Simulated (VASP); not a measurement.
A run of VASP 6.6.1 is set up as follows.

File INCAR:

```
PREC = Accurate ; ENCUT = 520
EDIFF = 1E-6 ; ISMEAR = 0
SIGMA = 0.1 ; LREAL = False
LASPH = True ; NELM = 80
ALGO = Normal ; ISIF = 2
LWAVE = False ; LCHARG = False
GGA = PE ; NBANDS = 46
```

Contents of KPOINTS:

```
regular mesh
0
Gamma
  4 4 4
```

The input POSCAR:

```
Ga4Sb3As
1.0
    5.7322454400      0.0000000000      0.0000000000
    0.0000000000      5.7322454400      0.0000000000
    0.0000000000      0.0000000000      5.7322454400
Ga Sb As
4 3 1
Direct
    0.7500000000      0.7500000000      0.7500000000
    0.7500000000      0.2500000000      0.2500000000
    0.2500000000      0.7500000000      0.2500000000
    0.2500000000      0.2500000000      0.7500000000
    0.5000000000      0.5000000000      0.0000000000
    0.5000000000      0.0000000000      0.5000000000
    0.0000000000      0.5000000000      0.5000000000
    0.0000000000      0.0000000000      0.0000000000
```

Potentials or basis: VASP PAW PBE potentials, release 64 (Ga_d, Sb, As).

Run with:

```console
$ cat potpaw_PBE.64/Ga_d/POTCAR potpaw_PBE.64/Sb/POTCAR potpaw_PBE.64/As/POTCAR > POTCAR
$ mpirun -np 1 vasp_std > vasp.out
```

Problem. What does it give for the pressure?

Solution. 14.7 GPa.

Problem. Estimate the band gap on the k mesh.

Solution. 0.12 eV (least direct gap 0.44 eV).

Caveat: the cell stands under pressure; semilocal functionals underestimate gaps, and a narrow one can read as zero; spin-orbit coupling is left out, which moves the levels of the heavy elements. A k mesh can miss the band edges.
